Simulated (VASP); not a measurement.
A run of VASP 6.6.1:

INCAR

```
SYSTEM = ScSi2O3
PREC = Accurate ; ENCUT = 520
EDIFF = 1E-7 ; ISMEAR = 0
SIGMA = 0.1 ; LREAL = .False.
LASPH = .True. ; NELM = 150
ALGO = Normal ; ISIF = 2
LWAVE = .False. ; LCHARG = .False.
ISPIN = 2 ; MAGMOM = 0 0 0 0 0 0 1 1 1 1 1 1
LORBIT = 11 ; LMAXMIX = 4
GGA = PE ; NBANDS = 53
```

Contents of KPOINTS:

```
Automatic mesh
0
Gamma
  6 6 2
  0 0 0
```

The input POSCAR:

```
ScSi2O3
1.0
    5.0913810761      0.0000000000      0.0000000000
   -2.5456905381      4.4092653523      0.0000000000
    0.0000000000      0.0000000000      6.7954150273
Sc Si O
2 4 6
Direct
    0.0000000000      0.0000000000      0.0000000000
    0.0000000000      0.0000000000      0.5000000000
    0.6666666667      0.3333333333      1.0782018352
    0.3333333333      0.6666666667     -0.0782018352
    0.3333333333      0.6666666667      0.5782018352
    0.6666666667      0.3333333333      0.4217981648
    0.1741915886      0.3483831773      0.7500000000
    0.6516168227      0.8258084114      0.7500000000
    0.1741915886      0.8258084114      0.7500000000
    0.8258084114      0.6516168227      0.2500000000
    0.3483831773      0.1741915886      0.2500000000
    0.8258084114      0.1741915886      0.2500000000
```

Potentials or basis: VASP PAW PBE potentials, release 64 (Sc_sv, Si, O).

Launch:

```bash
$ cat potpaw_PBE.64/Sc_sv/POTCAR potpaw_PBE.64/Si/POTCAR potpaw_PBE.64/O/POTCAR > POTCAR
$ mpirun -np 1 vasp_std > vasp.out
```

Hardware: 1 thread of Intel(R) Xeon(R) Platinum 8488C (Sapphire Rapids), on a shared host.

Estimate the wall time of this run.

It took 6.1 min on 1 thread of Intel(R) Xeon(R) Platinum 8488C (Sapphire Rapids), with other jobs on the host, peak memory 0.44 GiB. Counts: scf iterations 24, k points 14.
